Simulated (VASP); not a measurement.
# AsAu3 (P6_3/mmc) in VASP: further runs

Runs on AsAu3. Level: PBE. Tasks: single point.

All numbers are computed with VASP 6.6.1; they aren't measurements. Logs are shortened: lines on timing, memory, paths and dates and some standing lists are left out, and cuts for length are marked.

## (1) The cell of the first run

Symmetry: P6_3/mmc, No. 194, hexagonal system. Conventional cell: a = 5.919 Å, b = 5.919 Å, c = 4.777 Å, α = 90.00°, β = 90.00°, γ = 120.00°. Within 3.9 Å of Au (site symmetry mm2) lie 4 As at 2.94 to 2.96 Å and 8 Au at 2.94 to 2.96 Å. Within 3.9 Å of As (site symmetry -6m2) lie 12 Au at 2.94 to 2.96 Å.

## (2) Single point, PBE

INCAR

```
SYSTEM = AsAu3
ALGO = Fast
EDIFF = 1E-7
ENCUT = 520
GGA = PE
ISIF = 2
ISMEAR = -1
LASPH = .True.
LCHARG = .True.
LELF = .True.
LREAL = .False.
LVHAR = .True.
LWAVE = .False.
NBANDS = 48
NELM = 80
PREC = Accurate
SIGMA = 0.05
```

KPOINTS

```
k-points
0
Gamma
  5 5 6
  0 0 0
```

POSCAR

```
AsAu3
1.0
    5.9189910598      0.0000000000      0.0000000000
   -2.9594955299      5.1259966225      0.0000000000
    0.0000000000      0.0000000000      4.7766314839
Au As
6 2
Direct
    0.1668315050      0.3336630100      0.2500000000
    0.1668315050      0.8331684950      0.2500000000
    0.6663369900      0.8331684950      0.2500000000
    0.8331684950      0.6663369900      0.7500000000
    0.8331684950      0.1668315050      0.7500000000
    0.3336630100      0.1668315050      0.7500000000
    0.3333333333      0.6666666667      0.7500000000
    0.6666666667      0.3333333333      0.2500000000
```

Potentials or basis: VASP PAW PBE potentials, release 64 (Au, As).

Command:

```sh
$ cat potpaw_PBE.64/Au/POTCAR potpaw_PBE.64/As/POTCAR > POTCAR
$ mpirun -np 1 vasp_std > vasp.out
```

OUTCAR:

```text
SYSTEM = AsAu3
   EDIFF = 1E-7
   ENCUT = 520
   GGA = PE
   ISIF = 2
   ISMEAR = -1
   LASPH = .True.
   LREAL = .False.
   NELM = 80
   PREC = Accurate

 ion  position               nearest neighbor table
   1  0.167  0.334  0.250-   7 2.94   7 2.94   5 2.94   5 2.94   6 2.94   6 2.94   2 2.96   3 2.96
                             8 2.96   8 2.96   2 2.96   3 2.96
   2  0.167  0.833  0.250-   7 2.94   7 2.94   6 2.94   6 2.94   4 2.94   4 2.94   1 2.96   3 2.96
                             8 2.96   8 2.96   1 2.96   3 2.96
   3  0.666  0.833  0.250-   7 2.94   7 2.94   5 2.94   5 2.94   4 2.94   4 2.94   1 2.96   2 2.96
                             8 2.96   8 2.96   1 2.96   2 2.96
   4  0.833  0.666  0.750-   8 2.94   8 2.94   2 2.94   2 2.94   3 2.94   3 2.94   5 2.96   6 2.96
                             7 2.96   7 2.96   5 2.96   6 2.96
   5  0.833  0.167  0.750-   8 2.94   8 2.94   3 2.94   3 2.94   1 2.94   1 2.94   4 2.96   6 2.96
                             7 2.96   7 2.96   4 2.96   6 2.96
   6  0.334  0.167  0.750-   8 2.94   8 2.94   2 2.94   2 2.94   1 2.94   1 2.94   4 2.96   5 2.96
                             7 2.96   7 2.96   4 2.96   5 2.96
   7  0.333  0.667  0.750-   2 2.94   2 2.94   1 2.94   1 2.94   3 2.94   3 2.94   6 2.96   4 2.96
                             5 2.96   5 2.96   6 2.96   4 2.96
   8  0.667  0.333  0.250-   5 2.94   5 2.94   4 2.94   4 2.94   6 2.94   6 2.94   3 2.96   1 2.96
                             2 2.96   2 2.96   3 2.96   1 2.96

  LATTYP: Found a hexagonal cell.
 ALAT       =     5.9189910598
 C/A-ratio  =     0.8070009628

  Lattice vectors:

 A1 = (   5.9189910598,   0.0000000000,   0.0000000000)
 A2 = (  -2.9594955299,   5.1259966225,   0.0000000000)
 A3 = (   0.0000000000,   0.0000000000,   4.7766314839)

Analysis of symmetry for initial positions (statically):
=====================================================================
 Subroutine PRICEL returns:
 Original cell was already a primitive cell.

 Routine SETGRP: Setting up the symmetry group for a
 hexagonal supercell.

 Subroutine GETGRP returns: Found 24 space group operations
 (whereof 12 operations were pure point group operations)
 out of a pool of 24 trial point group operations.

The static configuration has the point symmetry D_3d.
 The point group associated with its full space group is D_6h.

Analysis of symmetry for dynamics (positions and initial velocities):
=====================================================================
 Subroutine PRICEL returns:
 Original cell was already a primitive cell.

 Routine SETGRP: Setting up the symmetry group for a
 hexagonal supercell.

 Subroutine GETGRP returns: Found 24 space group operations
 (whereof 12 operations were pure point group operations)
 out of a pool of 24 trial point group operations.

The dynamic configuration has the point symmetry D_3d.
 The point group associated with its full space group is D_6h.

 Subroutine INISYM returns: Found 24 space group operations
 (whereof 12 operations are pure point group operations),
 and found     1 'primitive' translations

----------------------------------------------------------------------------------------

                                     Primitive cell

  volume of cell :     144.9265

  direct lattice vectors                    reciprocal lattice vectors
     5.918991060  0.000000000  0.000000000     0.168947713  0.097542007  0.000000000
    -2.959495530  5.125996622  0.000000000     0.000000000  0.195084015  0.000000000
     0.000000000  0.000000000  4.776631484     0.000000000  0.000000000  0.209352554

  length of vectors
     5.918991060  5.918991060  4.776631484     0.195084015  0.195084015  0.209352554

  position of ions in fractional coordinates (direct lattice)
     0.166831505  0.333663010  0.250000000
     0.166831505  0.833168495  0.250000000
     0.666336990  0.833168495  0.250000000
     0.833168495  0.666336990  0.750000000
     0.833168495  0.166831505  0.750000000
     0.333663010  0.166831505  0.750000000
     0.333333333  0.666666667  0.750000000
     0.666666667  0.333333333  0.250000000

  ion indices of the primitive-cell ions
   primitive index   ion index
                 1           1
                 2           2
                 3           3
                 4           4
                 5           5
                 6           6
                 7           7
                 8           8

----------------------------------------------------------------------------------------

 KPOINTS: k-points

Automatic generation of k-mesh.
 Grid dimensions read from file:
 generate k-points for:    5    5    6

 Generating k-lattice:

  Cartesian coordinates                     Fractional coordinates (reciprocal lattice)
     0.033789543  0.019508401  0.000000000     0.200000000  0.000000000  0.000000000
     0.000000000  0.039016803  0.000000000     0.000000000  0.200000000  0.000000000
     0.000000000  0.000000000  0.034892092     0.000000000  0.000000000  0.166666667

  Length of vectors
     0.039016803  0.039016803  0.034892092

  Shift w.r.t. Gamma in fractional coordinates (k-lattice)
     0.000000000  0.000000000  0.000000000

 Subroutine IBZKPT returns following result:
 ===========================================

 Found     20 irreducible k-points:

 Following reciprocal coordinates:
            Coordinates               Weight
  0.000000  0.000000  0.000000      1.000000
  0.200000  0.000000  0.000000      6.000000
  0.400000  0.000000  0.000000      6.000000
  0.200000  0.200000  0.000000      6.000000
  0.400000  0.200000  0.000000      6.000000
  0.000000  0.000000  0.166667      2.000000
[... 12 lines left out ...]
  0.200000  0.200000  0.500000      6.000000
  0.400000  0.200000  0.500000      6.000000
   k-points           NKPTS =     20   k-points in BZ     NKDIM =     20   number of bands    NBANDS=     48
   number of dos      NEDOS =    301   number of ions     NIONS =      8
   total plane-waves  NPLWV =  82944
   dimension x,y,z NGX =    48 NGY =   48 NGZ =   36
   dimension x,y,z NGXF=    96 NGYF=   96 NGZF=   72
   ions per type =               6   2
   NGX,Y,Z   is equivalent  to a cutoff of  13.48, 13.48, 12.53 a.u.
   NGXF,Y,Z  is equivalent  to a cutoff of  26.96, 26.96, 25.06 a.u.
 SYSTEM =  AsAu3
   PREC   = accura    normal or accurate (medium, high low for compatibility)
   ISTART =      0    job   : 0-new  1-cont  2-samecut
   ICHARG =      2    charge: 1-file 2-atom 10-const
   ISPIN  =      1    spin polarized calculation?
   LNONCOLLINEAR =      F non collinear calculations
   LSORBIT =      F    spin-orbit coupling
   LASPH  =      T    aspherical Exc in radial PAW
   ENCUT  =  520.0 eV  38.22 Ry    6.18 a.u.  11.01 11.01  8.88*2*pi/ulx,y,z
   NELM   =     80;   NELMIN=  2; NELMDL= -5     # of ELM steps
   EDIFF  = 0.1E-06   stopping-criterion for ELM
   LREAL  =      F    real-space projection
   EDIFFG = 0.1E-05   stopping-criterion for IOM
   NSW    =      0    number of steps for IOM
   IBRION =     -1    ionic relax: 0-MD 1-quasi-New 2-CG
   NFREE  =      0    steps in history (QN), initial steepest desc. (CG)
   ISIF   =      2    stress and relaxation
   ISYM   =      2    0-nonsym 1-usesym 2-fastsym
   POTIM  = 0.5000    time-step for ionic-motion
   TEBEG  =    0.0;   TEEND  =   0.0 temperature during run
   PSTRESS=    0.0 pullay stress
   NELECT =      76.0000    total number of electrons
   NUPDOWN=      -1.0000    fix difference up-down
   EMIN   =  10.00;   EMAX   =-10.00  energy-range for DOS
   EFERMI =   0.00;   METHOD = LEGACY
   ISMEAR =    -1;   SIGMA  =   0.05  broadening in eV -4-tet -1-fermi 0-gaus
   EFERMI_NEDOS =   21; number of points for ismear=-14 and -15
   IALGO  =     68    algorithm
   IMIX   =      4    mixing-type and parameters
     AMIX     =   0.40;   BMIX     =  1.00
     AMIX_MAG =   1.60;   BMIX_MAG =  1.00
  volume/ion in A,a.u.               =      18.12       122.25
  Fermi-wavevector in a.u.,A,eV,Ry     =   1.320171  2.494761 23.712926  1.742851
  Thomas-Fermi vector in A             =   2.450016
   LORBIT       =      0    0 simple, 1 ext, 2 COOP (PROOUT), +10 PAW based schemes
   GGA     = PE    functional components
   LHFCALC =     F    Hartree Fock is set to
   AEXX    =    0.0000 exact exchange contribution
   IVDW    =     0    specifies the selected vdW correction
   LEPSILON=     F    determine dielectric tensor
   LRPA    =     F    only Hartree local field effects (RPA)
 non-spin polarized calculation
 RMM-DIIS sequential band-by-band and
  energy-cutoff  :      520.00
  volume of cell :      144.93
 maximum number of plane-waves:      3926
 NGX is ok and might be reduce to    48
   NGX = 21   NGY = 21   NGZ = 17

 number of electron      76.0000008 magnetization

 Free energy of the ion-electron system (eV)
  ---------------------------------------------------
  ext. energy  EPLUGINS =         0.00000000
  ---------------------------------------------------
  free energy    TOTEN  =       -27.46992829 eV

  energy without entropy =      -27.44078356  energy(sigma->0) =      -27.45535592

 E-fermi :   8.3574     XC(G=0): -12.0152

 val. band max:        8.3522904677   @ k =   0.4000   0.0000   0.1667
 cond. band min:       8.3615609557   @ k =   0.2000   0.2000   0.1667
 fundamental gap:      0.0092704881
 Fermi energy:         8.3573925680

 k-point     1 :       0.0000    0.0000    0.0000
  band No.  band energies     occupation
      1      -4.3004      2.00000
      2      -3.0274      2.00000
      3       1.7613      2.00000
      4       1.7907      2.00000
      5       1.9922      2.00000
      6       1.9997      2.00000
[... 40 lines left out ...]
     47      13.9509      0.00000
     48      13.9509      0.00000

 k-point     2 :       0.2000    0.0000    0.0000
  band No.  band energies     occupation
      1      -4.1332      2.00000
      2      -3.0380      2.00000
      3       1.3129      2.00000
      4       1.8077      2.00000
      5       1.9124      2.00000
      6       1.9998      2.00000
[... 910 lines left out ...]
 k-point    20 :       0.4000    0.2000    0.5000
  band No.  band energies     occupation
      1      -3.1265      2.00000
      2      -3.1265      2.00000
      3       1.0540      2.00000
      4       1.0540      2.00000
      5       2.1069      2.00000
      6       2.1069      2.00000
[... 40 lines left out ...]
     47      14.1558      0.00000
     48      14.1558      0.00000

------------------------ aborting loop because EDIFF is reached ----------------------------------------

  FORCE on cell =-STRESS in cart. coord.  units (eV):
  Direction    XX          YY          ZZ          XY          YZ          ZX
  --------------------------------------------------------------------------------------
  -------------------------------------------------------------------------------------
  Total        1.4072960      1.4072960      1.2137450      0.0000000      0.0000000      0.0000000
  in kB       15.5578045     15.5578045     13.4180779      0.0000000      0.0000000      0.0000000
  external PRESSURE =      14.8445623 kB  Pullay stress =       0.0000000 kB

 VOLUME and BASIS-vectors are now :
 -----------------------------------------------------------------------------
  energy-cutoff  :      520.00
  volume of cell :      144.93
      direct lattice vectors                 reciprocal lattice vectors
     5.918991060  0.000000000  0.000000000     0.168947713  0.097542007  0.000000000
    -2.959495530  5.125996622  0.000000000     0.000000000  0.195084015  0.000000000
     0.000000000  0.000000000  4.776631484     0.000000000  0.000000000  0.209352554

 POSITION                                       TOTAL-FORCE (eV/Angst)
 -----------------------------------------------------------------------------------
     -0.00000      1.71036      1.19416         0.000000     -0.044759      0.000000
     -1.47828      4.27082      1.19416        -0.038762      0.022379      0.000000
      1.47828      4.27082      1.19416         0.038762      0.022379     -0.000000
      2.95950      3.41564      3.58247        -0.000000      0.044759      0.000000
      4.43778      0.85518      3.58247         0.038762     -0.022379     -0.000000
      1.48121      0.85518      3.58247        -0.038762     -0.022379     -0.000000
     -0.00000      3.41733      3.58247        -0.000000      0.000000      0.000000
      2.95950      1.70867      1.19416         0.000000      0.000000      0.000000
 -----------------------------------------------------------------------------------
    total drift:                                0.000000     -0.000000      0.000000

  FREE ENERGIE OF THE ION-ELECTRON SYSTEM (eV)
  ---------------------------------------------------
  free  energy   TOTEN  =       -27.4699282876 eV

  energy  without entropy=      -27.4407835579  energy(sigma->0) =      -27.45535592
```

Wall time 2.1 min (1 thread of Intel Xeon 6975P-C (Granite Rapids), shared host); peak memory 0.33 GiB.

What came out:

```yaml
Free_energy: -27.4699 eV
Pressure: 1.5 GPa
Largest_force: 0.045 eV/Å
Band_gap_on_the_k_mesh: zero (bands 38 and 39 overlap by 1.64 eV)
```

Forces in eV/Å, atoms in the order of the input:
```
Au   0.000 -0.045  0.000
Au  -0.039  0.022  0.000
Au   0.039  0.022  0.000
Au   0.000  0.045  0.000
Au   0.039 -0.022  0.000
Au  -0.039 -0.022  0.000
As   0.000  0.000  0.000
As   0.000  0.000  0.000
```

Levels at points of the mesh, in eV from the Fermi level:
| k point | band 35 | band 36 | band 37 | band 38 | band 39 | band 40 | band 41 | band 42 |
| --- | --- | --- | --- | --- | --- | --- | --- | --- |
| (0.00, 0.00, 0.00) | -1.45 | -1.45 | -0.99 | -0.99 | 0.02 | 0.86 | 1.00 | 1.78 |
| (0.00, 0.00, 0.50) | -1.97 | -1.97 | -1.97 | -1.97 | -0.41 | -0.41 | 1.96 | 1.96 |

Caveat: spin-orbit coupling is left out, which moves the levels of the heavy elements.

## (3) Single point, PBE

This run uses another cell than the first one, of 18.49 Å³/atom.

INCAR

```
SYSTEM = AsAu3
ALGO = Fast
EDIFF = 1E-6
ENCUT = 520
GGA = PE
ISIF = 2
ISMEAR = -1
LASPH = .True.
LCHARG = .False.
LREAL = .False.
LWAVE = .False.
NBANDS = 48
NELM = 80
PREC = Accurate
SIGMA = 0.05
```

KPOINTS is that of step 2.

POSCAR: that of step 2 with these lines changed.

```diff
@@ -2,5 +2,5 @@
 1.0
-    5.9189910598      0.0000000000      0.0000000000
-   -2.9594955299      5.1259966225      0.0000000000
-    0.0000000000      0.0000000000      4.7766314839
+    5.9589854558      0.0000000000      0.0000000000
+   -2.9794927279      5.1606327855      0.0000000000
+    0.0000000000      0.0000000000      4.8089070000
 Au As
```

Potentials or basis: VASP PAW PBE potentials, release 64 (Au, As).

Command:

```sh
$ cat potpaw_PBE.64/Au/POTCAR potpaw_PBE.64/As/POTCAR > POTCAR
$ mpirun -np 1 vasp_std > vasp.out
```

It took 1.8 min on 1 thread of Intel Xeon 6975P-C (Granite Rapids), shared host; peak memory 0.33 GiB.

Results (log left out):

```yaml
Free_energy: -27.4754 eV
Pressure: -1.0 GPa
Largest_force: 0.052 eV/Å
Band_gap_on_the_k_mesh: zero (bands 38 and 39 overlap by 1.61 eV)
```

Forces in eV/Å, atoms in the order of the input:
```
Au   0.000 -0.052  0.000
Au  -0.045  0.026  0.000
Au   0.045  0.026  0.000
Au   0.000  0.052  0.000
Au   0.045 -0.026  0.000
Au  -0.045 -0.026  0.000
As   0.000  0.000  0.000
As   0.000  0.000  0.000
```

Stress tensor (GPa, compression positive):
```
-0.91  0.00  0.00
 0.00 -0.91  0.00
 0.00  0.00 -1.21
```

Levels at points of the mesh, in eV from the Fermi level:
| k point | band 34 | band 35 | band 36 | band 37 | band 38 | band 39 | band 40 | band 41 | band 42 | band 43 |
| --- | --- | --- | --- | --- | --- | --- | --- | --- | --- | --- |
| (0.00, 0.00, 0.00) | -2.04 | -1.44 | -1.44 | -0.98 | -0.98 | 0.03 | 0.83 | 1.01 | 1.74 | 1.74 |
| (0.00, 0.00, 0.50) | -2.12 | -1.94 | -1.94 | -1.94 | -1.94 | -0.39 | -0.39 | 1.91 | 1.91 | 1.91 |

Caveat: spin-orbit coupling is left out, which moves the levels of the heavy elements.

## (4) Single point, PBE

This run uses another cell than the first one, of 18.86 Å³/atom.

INCAR

```
PREC = Accurate ; ENCUT = 520
EDIFF = 1E-6 ; ISMEAR = -1
SIGMA = 0.05 ; LREAL = F
LASPH = T ; NELM = 100
ALGO = Fast ; ISIF = 2
LWAVE = F ; LCHARG = F
GGA = PE ; NBANDS = 48
```

KPOINTS

```
regular mesh
0
Gamma
  5 5 6
```

POSCAR: that of step 3 with these lines changed.

```diff
@@ -2,5 +2,5 @@
 1.0
-    5.9589854558      0.0000000000      0.0000000000
-   -2.9794927279      5.1606327855      0.0000000000
-    0.0000000000      0.0000000000      4.8089070000
+    5.9984500857      0.0000000000      0.0000000000
+   -2.9992250429      5.1948101576      0.0000000000
+    0.0000000000      0.0000000000      4.8407549944
 Au As
```

Command:

```sh
$ cat potpaw_PBE.64/Au/POTCAR potpaw_PBE.64/As/POTCAR > POTCAR
$ mpirun -np 1 vasp_std > vasp.out
```

It took 2.1 min on 1 thread of Intel Xeon 6975P-C (Granite Rapids), shared host; peak memory 0.33 GiB.

It converged, with:

```
Free energy            : -27.4377 eV
Pressure               : -3.2 GPa
Largest force          : 0.058 eV/Å
Band gap on the k mesh : zero (bands 38 and 39 overlap by 1.59 eV)
```

Forces in eV/Å, atoms in the order of the input:
```
Au   0.000 -0.058  0.000
Au  -0.051  0.029  0.000
Au   0.051  0.029  0.000
Au   0.000  0.058  0.000
Au   0.051 -0.029  0.000
Au  -0.051 -0.029  0.000
As   0.000  0.000  0.000
As   0.000  0.000  0.000
```

Stress tensor (GPa, compression positive):
```
-3.07  0.00  0.00
 0.00 -3.07  0.00
 0.00  0.00 -3.45
```

Levels at points of the mesh, in eV from the Fermi level:
```tsv
k point	band 35	band 36	band 37	band 38	band 39	band 40	band 41	band 42
(0.00, 0.00, 0.00)	-1.43	-1.43	-0.96	-0.96	0.03	0.81	1.03	1.71
(0.00, 0.00, 0.50)	-1.90	-1.90	-1.90	-1.90	-0.36	-0.36	1.85	1.85
```

Caveat: the cell stands under tension; spin-orbit coupling is left out, which moves the levels of the heavy elements.

## (5) The runs side by side

| cell | further INCAR settings | gap on the mesh (eV) | pressure (GPa) | largest force (eV/Å) |
| --- | --- | --- | --- | --- |
| a = 5.919, b = 5.919, c = 4.777 Å, angles 90.0, 90.0, 120.0°, 8 atoms | ALGO = Fast; EDIFF = 1e-07; NBANDS = 48 | none | 1.5 | 0.04 |
| a = 5.959, b = 5.959, c = 4.809 Å, angles 90.0, 90.0, 120.0°, 8 atoms | ALGO = Fast; EDIFF = 1e-06; NBANDS = 48 | none | -1.0 | 0.05 |
| a = 5.998, b = 5.998, c = 4.841 Å, angles 90.0, 90.0, 120.0°, 8 atoms | ALGO = Fast; EDIFF = 1e-06; NBANDS = 48 | none | -3.2 | 0.06 |

Alike in all rows: task single point; level PBE; potentials or basis VASP PAW PBE potentials, release 64 (Au, As); no spin polarisation; k mesh 5 × 5 × 6; cutoff (eV) 520; smearing fermi-dirac 0.05 eV.

Caveats: spin-orbit coupling is left out, which moves the levels of the heavy elements; the cell stands under tension (at least some runs).

Absolute energies hang on the potentials; compare differences alone.
